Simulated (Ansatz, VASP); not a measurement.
**Cu in VASP and in Ansatz**

```
CELL_PARAMETERS angstrom
-1.43378 1.43378 1.37608
1.43378 -1.43378 1.37608
1.45181 1.45181 -1.37608
ATOMIC_POSITIONS crystal
Cu 0.00000 0.00000 0.00000
```

Change from the starting cell: strain +0.0125 x Voigt [0, 0, 0, 0, 0, 1], atoms carried along.

Alike in both runs: task single point; functional PBEsol; k mesh 24 × 24 × 24; occupations gaussian, width 0.15 eV; no spin polarisation.

|  | VASP | Ansatz |
| --- | --- | --- |
| version | VASP 6.6.1 | Ansatz 0.2.0 |
| potentials or method | VASP PAW PBE potentials, release 64 (Cu), cutoff 520 eV | scalar-relativistic, plane waves, PAW |
| valence electrons in the cell | 11 | 19 |

|  | VASP | Ansatz | Ansatz less VASP |
| --- | --- | --- | --- |
| gap on the k mesh at the Fermi level (eV) | none | none | - |
| pressure (GPa) | -0.5 | -1.4 | -0.87 |
| traceless stress, the component that is largest in VASP (GPa) | -1.40 | -1.42 | -0.017 |

VASP's potentials were made for PBE, not for PBEsol. A gap of «none» marks a metal or a gap that the smearing closes. VASP's potentials hold 11 valence electrons a cell and Ansatz's 19, so a difference there can come from the potentials and not from the codes.
